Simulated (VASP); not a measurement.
Here is a VASP 6.6.1 calculation.

POSCAR

```
Pt
1.0
    2.6502389911      0.0000000000      0.0000000000
   -1.3251194956      2.2951742924      0.0000000000
    0.0000000000      0.0000000000      4.7921340000
Pt
2
Direct
    0.6666666667      0.3333333333      0.7500000000
    0.3333333333      0.6666666667      0.2500000000
```

Contents of INCAR.step1:

```
PREC     = Accurate       # precision mode
ENCUT    = 520            # plane-wave cutoff, eV
ISMEAR   = 0              # smearing method
SIGMA    = 0.15           # smearing width, eV
LREAL    = F              # projectors in reciprocal space
LASPH    = T              # aspherical terms in the spheres
NELM     = 100            # most SCF steps
NBANDS   = 17             # bands
GGA      = PE             # functional
ALGO     = Normal         # electronic algorithm
EDIFF    = 1E-4           # SCF threshold, eV
LWAVE    = T              # write WAVECAR
LCHARG   = F              # write CHGCAR
```

File INCAR.step2:

```
PREC     = Accurate       # precision mode
ENCUT    = 520            # plane-wave cutoff, eV
EDIFF    = 1E-7           # SCF threshold, eV
ISMEAR   = 0              # smearing method
SIGMA    = 0.15           # smearing width, eV
LREAL    = F              # projectors in reciprocal space
LASPH    = T              # aspherical terms in the spheres
NELM     = 100            # most SCF steps
ALGO     = Normal         # electronic algorithm
ISIF     = 2              # what is computed and relaxed
LWAVE    = F              # write WAVECAR
LCHARG   = T              # write CHGCAR
METAGGA  = R2SCAN         # meta-GGA
LMIXTAU  = T            
LELF     = T              # ELF
LVHAR    = T            
NBANDS   = 17             # bands
ISTART   = 1
```

The input KPOINTS:

```
Automatic mesh
0
Gamma
  18 18 10
```

Potentials or basis: VASP PAW PBE potentials, release 64 (Pt).

Command:

```sh
$ cat potpaw_PBE.64/Pt/POTCAR > POTCAR
$ cp INCAR.step1 INCAR
$ mpirun -np 1 vasp_std > vasp.out
$ cp INCAR.step2 INCAR
$ mpirun -np 1 vasp_std > vasp.out
```

**Question.** Estimate the band gap on the k mesh.

**Answer.** Zero (bands 10 and 11 overlap by 1.68 eV).

**Question.** Estimate the pressure.

**Answer.** 20.3 GPa.

Stress tensor (GPa, compression positive):
```
25.49  0.00  0.00
 0.00 25.49  0.00
 0.00  0.00 10.05
```

Caveat: the cell differs from its parent crystal (strain -0.040 along x and y, +0.000 along z); the cell stands under pressure; the PAW data sets were made with another functional, which shifts forces and pressure a little; spin-orbit coupling is left out, which moves the levels of the heavy elements.
